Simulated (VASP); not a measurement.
# Mn (Fd-3m) in VASP: notebook

The runs below take Mn through single point, relaxation of cell and atoms, with PBE.

Program: VASP 6.6.1. These are calculated values, not measurements. Logs are shortened: lines on timing, memory, paths and dates and some standing lists are left out, and cuts for length are marked.

**1. The cell of the first run**

It takes space group Fd-3m (No. 227, cubic). The conventional cell has a = 5.143 Å, b = 5.143 Å, c = 5.143 Å, α = 90.00°, β = 90.00°, γ = 90.00°. Mn (site symmetry -43m) has 4 Mn at 2.23 Å within 2.9 Å.

This isn't the form of Mn at room conditions, which is a 58-atom cubic cell.

**2. Single point, PBE (17.00 Å³/atom)**

INCAR reads:

```
SYSTEM = Mn
PREC = Accurate
ENCUT = 520
EDIFF = 1E-6
ISMEAR = -1
SIGMA = 0.1
LREAL = .False.
LASPH = .True.
NELM = 100
ALGO = Normal
ISIF = 2
LWAVE = .False.
LCHARG = .False.
GGA = PE
NBANDS = 20
```

KPOINTS reads:

```
Automatic mesh
0
Gamma
  18 18 18
  0 0 0
```

POSCAR reads:

```
Mn
1.0
    0.0000000000      2.5714859867      2.5714859867
    2.5714859867      0.0000000000      2.5714859867
    2.5714859867      2.5714859867      0.0000000000
Mn
2
Direct
    0.1250000000      0.1250000000      0.1250000000
    0.8750000000      0.8750000000      0.8750000000
```

Potentials or basis: VASP PAW PBE potentials, release 64 (Mn_pv).

Started as:

```sh
$ cat potpaw_PBE.64/Mn_pv/POTCAR > POTCAR
$ mpirun -np 1 vasp_std > vasp.out
```

OUTCAR:

```text
SYSTEM = Mn
   PREC = Accurate
   ENCUT = 520
   EDIFF = 1E-6
   ISMEAR = -1
   LREAL = .False.
   LASPH = .True.
   NELM = 100
   ISIF = 2
   GGA = PE

 ion  position               nearest neighbor table
   1  0.125  0.125  0.125-   2 2.23   2 2.23   2 2.23   2 2.23
   2  0.875  0.875  0.875-   1 2.23   1 2.23   1 2.23   1 2.23

  LATTYP: Found a face centered cubic cell.
 ALAT       =     5.1429719734

  Lattice vectors:

 A1 = (   0.0000000000,   2.5714859867,   2.5714859867)
 A2 = (   2.5714859867,   0.0000000000,   2.5714859867)
 A3 = (   2.5714859867,   2.5714859867,   0.0000000000)

Analysis of symmetry for initial positions (statically):
=====================================================================
 Subroutine PRICEL returns:
 Original cell was already a primitive cell.

 Routine SETGRP: Setting up the symmetry group for a
 face centered cubic supercell.

 Subroutine GETGRP returns: Found 48 space group operations
 (whereof 12 operations were pure point group operations)
 out of a pool of 48 trial point group operations.

The static configuration has the point symmetry D_3d.
 The point group associated with its full space group is O_h .

Analysis of symmetry for dynamics (positions and initial velocities):
=====================================================================
 Subroutine PRICEL returns:
 Original cell was already a primitive cell.

 Routine SETGRP: Setting up the symmetry group for a
 face centered cubic supercell.

 Subroutine GETGRP returns: Found 48 space group operations
 (whereof 12 operations were pure point group operations)
 out of a pool of 48 trial point group operations.

The dynamic configuration has the point symmetry D_3d.
 The point group associated with its full space group is O_h .

 Subroutine INISYM returns: Found 48 space group operations
 (whereof 12 operations are pure point group operations),
 and found     1 'primitive' translations

----------------------------------------------------------------------------------------

                                     Primitive cell

  volume of cell :      34.0081

  direct lattice vectors                    reciprocal lattice vectors
     0.000000000  2.571485987  2.571485987    -0.194440103  0.194440103  0.194440103
     2.571485987  0.000000000  2.571485987     0.194440103 -0.194440103  0.194440103
     2.571485987  2.571485987  0.000000000     0.194440103  0.194440103 -0.194440103

  length of vectors
     3.636630358  3.636630358  3.636630358     0.336780137  0.336780137  0.336780137

  position of ions in fractional coordinates (direct lattice)
     0.125000000  0.125000000  0.125000000
     0.875000000  0.875000000  0.875000000

  ion indices of the primitive-cell ions
   primitive index   ion index
                 1           1
                 2           2

----------------------------------------------------------------------------------------

 KPOINTS: Automatic mesh

Automatic generation of k-mesh.
 Grid dimensions read from file:
 generate k-points for:   18   18   18

 Generating k-lattice:

  Cartesian coordinates                     Fractional coordinates (reciprocal lattice)
    -0.010802228  0.010802228  0.010802228     0.055555556  0.000000000  0.000000000
     0.010802228 -0.010802228  0.010802228     0.000000000  0.055555556  0.000000000
     0.010802228  0.010802228 -0.010802228     0.000000000  0.000000000  0.055555556

  Length of vectors
     0.018710008  0.018710008  0.018710008

  Shift w.r.t. Gamma in fractional coordinates (k-lattice)
     0.000000000  0.000000000  0.000000000

 Subroutine IBZKPT returns following result:
 ===========================================

 Found    195 irreducible k-points:

 Following reciprocal coordinates:
            Coordinates               Weight
  0.000000  0.000000  0.000000      1.000000
  0.055556  0.000000  0.000000      8.000000
  0.111111  0.000000  0.000000      8.000000
  0.166667  0.000000  0.000000      8.000000
  0.222222  0.000000  0.000000      8.000000
  0.277778  0.000000  0.000000      8.000000
[... 16 lines left out ...]
 -0.277778  0.055556  0.000000     24.000000
 -0.222222  0.055556  0.000000     24.000000
 [... further k-points ...]
   k-points           NKPTS =    195   k-points in BZ     NKDIM =    195   number of bands    NBANDS=     20
   number of dos      NEDOS =    301   number of ions     NIONS =      2
   total plane-waves  NPLWV =  21952
   dimension x,y,z NGX =    28 NGY =   28 NGZ =   28
   dimension x,y,z NGXF=    56 NGYF=   56 NGZF=   56
   ions per type =               2
   NGX,Y,Z   is equivalent  to a cutoff of  12.80, 12.80, 12.80 a.u.
   NGXF,Y,Z  is equivalent  to a cutoff of  25.60, 25.60, 25.60 a.u.
 SYSTEM =  Mn
   PREC   = accura    normal or accurate (medium, high low for compatibility)
   ISTART =      0    job   : 0-new  1-cont  2-samecut
   ICHARG =      2    charge: 1-file 2-atom 10-const
   ISPIN  =      1    spin polarized calculation?
   LNONCOLLINEAR =      F non collinear calculations
   LSORBIT =      F    spin-orbit coupling
   LASPH  =      T    aspherical Exc in radial PAW
   ENCUT  =  520.0 eV  38.22 Ry    6.18 a.u.   6.76  6.76  6.76*2*pi/ulx,y,z
   NELM   =    100;   NELMIN=  2; NELMDL= -5     # of ELM steps
   EDIFF  = 0.1E-05   stopping-criterion for ELM
   LREAL  =      F    real-space projection
[... 7 lines left out ...]
   TEBEG  =    0.0;   TEEND  =   0.0 temperature during run
   PSTRESS=    0.0 pullay stress
   NELECT =      26.0000    total number of electrons
   NUPDOWN=      -1.0000    fix difference up-down
   EMIN   =  10.00;   EMAX   =-10.00  energy-range for DOS
   EFERMI =   0.00;   METHOD = LEGACY
   ISMEAR =    -1;   SIGMA  =   0.10  broadening in eV -4-tet -1-fermi 0-gaus
   EFERMI_NEDOS =   21; number of points for ismear=-14 and -15
   IALGO  =     38    algorithm
   IMIX   =      4    mixing-type and parameters
     AMIX     =   0.40;   BMIX     =  1.00
     AMIX_MAG =   1.60;   BMIX_MAG =  1.00
  volume/ion in A,a.u.               =      17.00       114.75
  Fermi-wavevector in a.u.,A,eV,Ry     =   1.496943  2.828811 30.488436  2.240837
  Thomas-Fermi vector in A             =   2.608894
   LORBIT       =      0    0 simple, 1 ext, 2 COOP (PROOUT), +10 PAW based schemes
   GGA     = PE    functional components
   LHFCALC =     F    Hartree Fock is set to
   AEXX    =    0.0000 exact exchange contribution
   IVDW    =     0    specifies the selected vdW correction
   LEPSILON=     F    determine dielectric tensor
   LRPA    =     F    only Hartree local field effects (RPA)
 non-spin polarized calculation
  energy-cutoff  :      520.00
  volume of cell :       34.01
 maximum number of plane-waves:       941
   NGX = 13   NGY = 13   NGZ = 13

 number of electron      26.0000004 magnetization

 Free energy of the ion-electron system (eV)
  ---------------------------------------------------
  ext. energy  EPLUGINS =         0.00000000
  ---------------------------------------------------
  free energy    TOTEN  =       -15.05652724 eV

  energy without entropy =      -14.98279925  energy(sigma->0) =      -15.01966324

 E-fermi :   4.9372     XC(G=0): -11.1083

 val. band max:        4.9330462869   @ k =  -0.1111   0.1111   0.0000
 cond. band min:       4.9394294351   @ k =  -0.3333   0.3889   0.1111
 fundamental gap:      0.0063831482
 Fermi energy:         4.9371970706

 k-point     1 :       0.0000    0.0000    0.0000
  band No.  band energies     occupation
      1     -42.8637      2.00000
      2     -42.8637      2.00000
      3     -42.8637      2.00000
      4     -42.3391      2.00000
      5     -42.3391      2.00000
      6     -42.3391      2.00000
[... 12 lines left out ...]
     19      18.3162      0.00000
     20      18.3162      0.00000

 k-point     2 :       0.0556    0.0000    0.0000
  band No.  band energies     occupation
      1     -42.8656      2.00000
      2     -42.8656      2.00000
      3     -42.8634      2.00000
      4     -42.3397      2.00000
      5     -42.3371      2.00000
      6     -42.3371      2.00000
[... 12 lines left out ...]
     19      17.7983      0.00000
     20      17.7983      0.00000

 k-point     3 :       0.1111    0.0000    0.0000
  band No.  band energies     occupation
      1     -42.8712      2.00000
      2     -42.8712      2.00000
      3     -42.8627      2.00000
      4     -42.3415      2.00000
      5     -42.3316      2.00000
      6     -42.3316      2.00000
[... 12 lines left out ...]
     19      17.2260      0.00000
     20      17.2261      0.00000

 k-point     4 :       0.1667    0.0000    0.0000
  band No.  band energies     occupation
      1     -42.8795      2.00000
      2     -42.8795      2.00000
      3     -42.8617      2.00000
      4     -42.3443      2.00000
      5     -42.3233      2.00000
      6     -42.3233      2.00000
[... 12 lines left out ...]
     19      16.7043      0.00000
     20      16.7043      0.00000

 k-point     5 :       0.2222    0.0000    0.0000
  band No.  band energies     occupation
      1     -42.8894      2.00000
      2     -42.8894      2.00000
      3     -42.8605      2.00000
      4     -42.3475      2.00000
      5     -42.3135      2.00000
      6     -42.3135      2.00000
[... 12 lines left out ...]
     19      16.2372      0.00000
     20      16.2372      0.00000
[... 353 lines left out ...]
      6     -42.2754      2.00000
[... 12 lines left out ...]
     19      14.4603      0.00000
     20      15.2938      0.00000

 k-point    22 :      -0.3333    0.0556    0.0000
  band No.  band energies     occupation
      1     -42.9231      2.00000
      2     -42.9098      2.00000
      3     -42.8475      2.00000
      4     -42.3643      2.00000
      5     -42.2931      2.00000
      6     -42.2812      2.00000
[... 12 lines left out ...]
     19      14.5411      0.00000
     20      15.7305      0.00000

 k-point    23 :      -0.2778    0.0556    0.0000
  band No.  band energies     occupation
      1     -42.9144      2.00000
      2     -42.9004      2.00000
      3     -42.8499      2.00000
      4     -42.3603      2.00000
      5     -42.3024      2.00000
      6     -42.2895      2.00000
[... 12 lines left out ...]
     19      14.7357      0.00000
     20      16.2420      0.00000

 k-point    24 :      -0.2222    0.0556    0.0000
  band No.  band energies     occupation
      1     -42.9039      2.00000
      2     -42.8903      2.00000
      3     -42.8526      2.00000
      4     -42.3557      2.00000
      5     -42.3125      2.00000
      6     -42.2997      2.00000
[... 12 lines left out ...]
     19      15.0303      0.00000
     20      16.7963      0.00000

 [... further k-points ...]

------------------------ aborting loop because EDIFF is reached ----------------------------------------

  FORCE on cell =-STRESS in cart. coord.  units (eV):
  Direction    XX          YY          ZZ          XY          YZ          ZX
  --------------------------------------------------------------------------------------
  -------------------------------------------------------------------------------------
  Total       -2.6832703     -2.6832703     -2.6832703     -0.0000000     -0.0000000      0.0000000
  in kB     -126.4132272   -126.4132272   -126.4132272     -0.0000000     -0.0000000      0.0000000
  external PRESSURE =    -126.4132272 kB  Pullay stress =       0.0000000 kB

 VOLUME and BASIS-vectors are now :
 -----------------------------------------------------------------------------
  energy-cutoff  :      520.00
  volume of cell :       34.01
      direct lattice vectors                 reciprocal lattice vectors
     0.000000000  2.571485987  2.571485987    -0.194440103  0.194440103  0.194440103
     2.571485987  0.000000000  2.571485987     0.194440103 -0.194440103  0.194440103
     2.571485987  2.571485987  0.000000000     0.194440103  0.194440103 -0.194440103

 POSITION                                       TOTAL-FORCE (eV/Angst)
 -----------------------------------------------------------------------------------
      0.64287      0.64287      0.64287         0.000000      0.000000      0.000000
      4.50010      4.50010      4.50010        -0.000000     -0.000000     -0.000000
 -----------------------------------------------------------------------------------
    total drift:                                0.000000      0.000000     -0.000000

  FREE ENERGIE OF THE ION-ELECTRON SYSTEM (eV)
  ---------------------------------------------------
  free  energy   TOTEN  =       -15.0565272363 eV

  energy  without entropy=      -14.9827992534  energy(sigma->0) =      -15.01966324
```

Wall time 72 s (1 thread of Intel Xeon Platinum 8488C (Sapphire Rapids), shared host); peak memory 0.23 GiB.

What came out:

```
Free energy            : -15.0565 eV
Pressure               : -12.6 GPa
Band gap on the k mesh : zero (bands 13 and 14 overlap by 0.62 eV)
```

Caveat: the cell stands under tension; the run has no spin polarisation, though such a crystal can be magnetic.

**3. Relaxation of cell and atoms, PBE, collinear spin, antiferromagnetic start**

This run uses another cell than the first one, of 15.86 Å³/atom.

INCAR reads:

```
PREC = Accurate
ENCUT = 680
EDIFF = 1E-7
ISMEAR = -1
SIGMA = 0.05
LREAL = False
LASPH = True
NELM = 200
ALGO = Normal
ISIF = 3
LWAVE = False
LCHARG = False
ISPIN = 2
MAGMOM = 3 -3
LORBIT = 11
LMAXMIX = 4
GGA = PE
IBRION = 2
NSW = 80
EDIFFG = -0.01
GGA_COMPAT = False
NELMIN = 4
```

KPOINTS reads:

```
regular mesh
0
Gamma
  11 11 11
```

POSCAR reads:

```
Mn
1.0
    0.0000000000      2.5125686141      2.5125686141
    2.5125686141      0.0000000000      2.5125686141
    2.5125686141      2.5125686141      0.0000000000
Mn
2
Direct
    0.1250000000      0.1250000000      0.1250000000
    0.8750000000      0.8750000000      0.8750000000
```

Potentials or basis: VASP PAW PBE potentials, release 64 (Mn_sv).

Started as:

```sh
$ cat potpaw_PBE.64/Mn_sv/POTCAR > POTCAR
$ mpirun -np 1 vasp_std > vasp.out
```

OUTCAR:

```text
PREC = Accurate
   ENCUT = 680
   EDIFF = 1E-7
   ISMEAR = -1
   LREAL = False
   LASPH = True
   NELM = 200
   ISIF = 3
   ISPIN = 2
   LORBIT = 11
   GGA = PE
   IBRION = 2
   NSW = 80
   EDIFFG = -0.01
   NELMIN = 4

 ion  position               nearest neighbor table
   1  0.125  0.125  0.125-   2 2.18   2 2.18   2 2.18   2 2.18
   2  0.875  0.875  0.875-   1 2.18   1 2.18   1 2.18   1 2.18

  LATTYP: Found a face centered cubic cell.
 ALAT       =     5.0251372282

  Lattice vectors:

 A1 = (   0.0000000000,   2.5125686141,   2.5125686141)
 A2 = (   2.5125686141,   0.0000000000,   2.5125686141)
 A3 = (   2.5125686141,   2.5125686141,   0.0000000000)

Analysis of symmetry for initial positions (statically):
=====================================================================
 Subroutine PRICEL returns:
 Original cell was already a primitive cell.

 Routine SETGRP: Setting up the symmetry group for a
 face centered cubic supercell.

 Subroutine GETGRP returns: Found 48 space group operations
 (whereof 12 operations were pure point group operations)
 out of a pool of 48 trial point group operations.

The static configuration has the point symmetry D_3d.
[... 187 lines left out ...]
  -------------------------------------------------------------------------------------
  Total        0.7188339      0.7188339      0.7188339     -0.0000000     -0.0000000      0.0000000
  in kB       36.3040743     36.3040743     36.3040743     -0.0000000     -0.0000000      0.0000000
  external PRESSURE =      36.3040743 kB  Pullay stress =       0.0000000 kB
[... 63 lines left out ...]
 number of electron      29.9999977 magnetization      -0.0000000

 number of electron      29.9999977 magnetization       0.0000000

 Free energy of the ion-electron system (eV)
  ---------------------------------------------------
  ext. energy  EPLUGINS =         0.00000000
  ---------------------------------------------------
  free energy    TOTEN  =       -15.58275695 eV

  energy without entropy =      -15.57784862  energy(sigma->0) =      -15.58030279

 E-fermi :   7.9387     XC(G=0): -11.2690

 val. band max:        7.9138696007   @ k =   0.0909   0.0909   0.0000
 cond. band min:       7.9950697497   @ k =   0.0909   0.0000   0.0000
 fundamental gap:      0.0812001490
 Fermi energy:         7.9387357358

 spin component 1

 k-point     1 :       0.0000    0.0000    0.0000
  band No.  band energies     occupation
      1     -72.4343      1.00000
      2     -70.0862      1.00000
      3     -41.2184      1.00000
      4     -41.2184      1.00000
      5     -41.2184      1.00000
      6     -38.8758      1.00000
[... 517 lines left out ...]
     18       9.4234      0.00000
     19       9.8132      0.00000

 [... further k-points ...]

 spin component 2

 k-point     1 :       0.0000    0.0000    0.0000
  band No.  band energies     occupation
      1     -72.4343      1.00000
      2     -70.0862      1.00000
      3     -41.2184      1.00000
      4     -41.2184      1.00000
      5     -41.2184      1.00000
      6     -38.8758      1.00000
[... 548 lines left out ...]
  FREE ENERGIE OF THE ION-ELECTRON SYSTEM (eV)
  ---------------------------------------------------
  free  energy   TOTEN  =       -15.5827569546 eV

  energy  without entropy=      -15.5778486222  energy(sigma->0) =      -15.58030279

 reached required accuracy - stopping structural energy minimisation

 total charge

# of ion       s       p       d       tot
------------------------------------------
    1        2.290   6.024   4.771  13.084
    2        2.290   6.024   4.771  13.084
--------------------------------------------------
tot          4.579  12.047   9.541  26.168

 magnetization (x)

# of ion       s       p       d       tot
------------------------------------------
    1        0.042  -0.003   2.047   2.087
    2       -0.042   0.003  -2.047  -2.087
--------------------------------------------------
tot          0.000   0.000   0.000   0.000
```

It took 2.8 min on 1 thread of Intel Xeon 6975P-C (Granite Rapids), shared host; peak memory 0.23 GiB.

Results:

```yaml
Free_energy: -15.5828 eV
Relaxed_volume: 16.67 Å³/atom
Relaxed_cell: a = 3.613 Å, b = 3.613 Å, c = 3.613 Å, α = 60.00°, β = 60.00°, γ = 60.00°
Space_group_after_relaxing_to_0.1_Å: Fd-3m (No. 227)
Energy_gained_by_relaxing: 8.7 meV/atom
Ionic_steps: 3
Pressure_after_relaxing: 0.0 GPa
Band_gap_on_the_k_mesh: zero (filled and empty bands overlap)
Net_moment: 0.00 μB per cell
Site_moments: Mn +2.09, -2.09 μB
Valence_electrons_inside_the_program's_atomic_spheres: Mn 13.08
```

Step by step:
```
step  energy change (eV)  largest force (eV/Å)  pressure (GPa)  volume (Å³)
   1              0.0000                0.0000            3.63        31.72
   2             -0.0174                0.0000           -0.11        33.40
   3             -0.0174                0.0000           -0.04        33.34
```

Final structure:
```
Mn
1.0
     0.00000    2.55457    2.55457
     2.55457    0.00000    2.55457
     2.55457    2.55457    0.00000
Mn
2
Direct
  0.12500 0.12500 0.12500
  0.87500 0.87500 0.87500
```

Levels at points of the mesh, in eV from the Fermi level:
Spin up:
| k point | band 13 | band 14 | band 15 | band 16 | band 17 | band 18 |
| --- | --- | --- | --- | --- | --- | --- |
| (0.00, 0.00, 0.00) | -2.41 | -2.41 | 0.15 | 0.15 | 0.15 | 1.80 |
Spin down:
| k point | band 13 | band 14 | band 15 | band 16 | band 17 | band 18 |
| --- | --- | --- | --- | --- | --- | --- |
| (0.00, 0.00, 0.00) | -2.41 | -2.41 | 0.15 | 0.15 | 0.15 | 1.80 |

Caveat: the antiferromagnetic order is the one typed at the start, and another may lie lower.

The gap in the log of VASP goes by the Fermi energy; the results here count the filled bands.